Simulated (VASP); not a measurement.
# ZnS (F-43m) in VASP: a series of runs, part 2 of 2

VASP 6.6.1. Earlier steps stand in the parts before.

## (3) Electric field gradients, PBE

This run uses another cell than the first one, of 19.78 Å³/atom, 0.943 times its volume.

Contents of INCAR:

```
PREC = Accurate
ENCUT = 520
EDIFF = 1E-8
ISMEAR = -1
SIGMA = 0.01
LREAL = F
LASPH = T
NELM = 60
ALGO = Normal
ISIF = 2
LWAVE = F
LCHARG = F
GGA = PE
LEFG = T
NBANDS = 16
```

Contents of KPOINTS:

```
Automatic mesh
0
Gamma
  9 9 9
```

Contents of POSCAR:

```
ZnS
1.0
    0.0000000000      2.7046500000      2.7046500000
    2.7046500000      0.0000000000      2.7046500000
    2.7046500000      2.7046500000      0.0000000000
Zn S
1 1
Direct
    0.0000000000      0.0000000000      0.0000000000
    0.7500000000      0.7500000000      0.7500000000
```

Potentials or basis: VASP PAW PBE potentials, release 64 (Zn, S).

Started as:

```console
cat potpaw_PBE.64/Zn/POTCAR potpaw_PBE.64/S/POTCAR > POTCAR
mpirun -np 1 vasp_std > vasp.out
```

OUTCAR:

```text
PREC = Accurate
   ENCUT = 520
   EDIFF = 1E-8
   ISMEAR = -1
   LREAL = F
   LASPH = T
   NELM = 60
   ISIF = 2
   GGA = PE

 ion  position               nearest neighbor table
   1  0.000  0.000  0.000-   2 2.34   2 2.34   2 2.34   2 2.34
   2  0.750  0.750  0.750-   1 2.34   1 2.34   1 2.34   1 2.34

  LATTYP: Found a face centered cubic cell.
 ALAT       =     5.4093000000

  Lattice vectors:

 A1 = (   0.0000000000,   2.7046500000,   2.7046500000)
 A2 = (   2.7046500000,   0.0000000000,   2.7046500000)
 A3 = (   2.7046500000,   2.7046500000,   0.0000000000)

[... 666 lines left out ...]
  free  energy   TOTEN  =        -6.8484655267 eV

  energy  without entropy=       -6.8484655267  energy(sigma->0) =       -6.84846553

 Electric field gradients (V/A^2)
---------------------------------------------------------------------
 ion       V_xx      V_yy      V_zz      V_xy      V_xz      V_yz
---------------------------------------------------------------------
   1      -0.000    -0.000    -0.000    -0.003    -0.003    -0.003
   2      -0.000    -0.000     0.000    -0.000    -0.000    -0.000
---------------------------------------------------------------------

 Electric field gradients after diagonalization (V/A^2)
 (convention: |V_zz| > |V_xx| > |V_yy|)
----------------------------------------------------------------------
 ion       V_xx      V_yy      V_zz     asymmetry (V_yy - V_xx)/ V_zz
----------------------------------------------------------------------
   1       0.003     0.003    -0.007       0.000
   2       0.000     0.000    -0.000       0.000
----------------------------------------------------------------------

           NMR quadrupolar parameters

 Cq : quadrupolar parameter    Cq=e*Q*V_zz/h
 eta: asymmetry parameters     (V_yy - V_xx)/ V_zz
 Q  : nuclear electric quadrupole moment in mb (millibarn)
----------------------------------------------------------------------
 ion       Cq(MHz)       eta       Q (mb)
----------------------------------------------------------------------
   1      -0.000       0.000       1.000
   2      -0.000       0.000       1.000
----------------------------------------------------------------------
```

OSZICAR:

```text
N       E                     dE             d eps       ncg     rms          rms(c)
DAV:   1     0.900902481331E+02    0.90090E+02   -0.88826E+03  1120   0.135E+03
DAV:   2    -0.128527829537E+01   -0.91376E+02   -0.85581E+02  1224   0.262E+02
DAV:   3    -0.721581126938E+01   -0.59305E+01   -0.59027E+01  1456   0.650E+01
DAV:   4    -0.727492646572E+01   -0.59115E-01   -0.59106E-01  1288   0.671E+00
DAV:   5    -0.727562684938E+01   -0.70038E-03   -0.70037E-03  1496   0.712E-01    0.684E+00
DAV:   6    -0.686874650559E+01    0.40688E+00   -0.73355E-01  1664   0.299E+01    0.535E+00
DAV:   7    -0.684875746557E+01    0.19989E-01   -0.25232E-01  1296   0.449E+00    0.271E+00
DAV:   8    -0.684805239200E+01    0.70507E-03   -0.50501E-03  1464   0.839E-01    0.711E-01
DAV:   9    -0.684830207168E+01   -0.24968E-03   -0.12347E-03  1352   0.280E-01    0.995E-02
DAV:  10    -0.684847404441E+01   -0.17197E-03   -0.23575E-04  1384   0.135E-01    0.527E-02
DAV:  11    -0.684846482532E+01    0.92191E-05   -0.34826E-05  1304   0.783E-02    0.774E-03
DAV:  12    -0.684846544258E+01   -0.61726E-06   -0.42752E-06  1632   0.212E-02    0.496E-03
DAV:  13    -0.684846553040E+01   -0.87820E-07   -0.84803E-07  1392   0.767E-03    0.289E-03
DAV:  14    -0.684846552669E+01    0.37137E-08   -0.47634E-08  1336   0.175E-03
   1 F= -.68484655E+01 E0= -.68484655E+01  d E =-.210386E-12
```

Wall time 19 s (1 thread of AMD EPYC 7R43 (Zen 3), shared host); peak memory 0.13 GiB.

Results:

```yaml
Free_energy: -6.8485 eV
Pressure: 1.5 GPa
Band_gap_on_the_k_mesh: 2.10 eV, direct
```

Levels at points of the mesh, in eV from the valence-band top:
```csv
k point,band 6,band 7,band 8,band 9,band 10,band 11,band 12,band 13
"(0.00, 0.00, 0.00)",-5.83,0.00,0.00,0.00,2.10,6.40,6.40,6.40
```

Caveat: without QUAD_EFG the Cq values of the log hold for a quadrupole moment of 1 mb, not for the nuclei.

## (4) Comparison with measurements

Step 3. Measured gap of ZnS: 3.85 eV (direct; 19 K; quoted in “Electronic, vibrational, and thermodynamic properties of ZnS (zincblende and rocksalt structure)”, 2009, arxiv:0911.5022). This calculation gives 2.10 eV (-1.75 eV). The value is that of PBE, without temperature or zero-point motion. Semilocal functionals fall short of measured gaps as a rule.
